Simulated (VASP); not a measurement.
**Ge: single point with PBEsol**

Crystal: Ge.

```xyz
1
Lattice="1.4033 -2.5573 0.0000 1.4033 2.5573 0.0000 0.0000 0.0000 2.7220" Properties=species:S:1:pos:R:3 pbc="T T T"
Ge    1.4033    0.0000    0.0000
```

This cell differs from its parent crystal: strain +0.015 along x and y, +0.030 along z.

* Program: VASP 6.6.1
* Task: single point
* Functional: PBEsol
* Potentials or basis: VASP PAW PBE potentials, release 64 (Ge_d)
* Cutoff: 520 eV
* k mesh: 24 × 24 × 22
* Occupations: gaussian, width 0.15 eV
* Spin: no spin polarisation

The pressure is -4.0 GPa. The band gap on the k mesh is zero (bands 7 and 8 overlap by 9.69 eV).

Stress tensor (GPa, compression positive):
```
-2.29  0.00  0.00
 0.00 -4.01  0.00
 0.00  0.00 -5.77
```

Levels at points of the mesh, in eV from the Fermi level:
```csv
k point,band 3,band 4,band 5,band 6,band 7,band 8,band 9,band 10,band 11,band 12
"(0.00, 0.00, 0.00)",-24.56,-24.45,-24.44,-12.91,6.29,7.64,8.67,9.94,13.07,14.87
"(0.50, 0.00, 0.00)",-24.50,-24.46,-24.46,-7.81,-5.34,3.73,7.74,10.19,16.07,16.23
"(0.50, 0.50, 0.00)",-24.50,-24.46,-24.45,-8.42,-5.50,5.01,8.95,9.71,15.67,15.85
"(0.00, 0.00, 0.50)",-24.51,-24.50,-24.48,-9.27,-5.73,10.35,11.38,16.42,16.49,17.82
"(0.50, 0.00, 0.50)",-24.53,-24.45,-24.37,-3.82,-2.39,-1.59,3.55,6.49,11.80,13.44
"(0.50, 0.50, 0.50)",-24.51,-24.46,-24.39,-4.51,-2.51,-2.05,3.26,7.77,13.10,14.59
```

Run time: 3.5 min on 1 thread of Intel(R) Xeon(R) Platinum 8259CL CPU @ 2.50GHz (Skylake/Cascade Lake), with other jobs on the host, peak memory 0.51 GiB.

Caveat: the cell differs from its parent crystal (strain +0.015 along x and y, +0.030 along z); the cell stands under tension; the PAW data sets were made with another functional, which shifts forces and pressure a little.
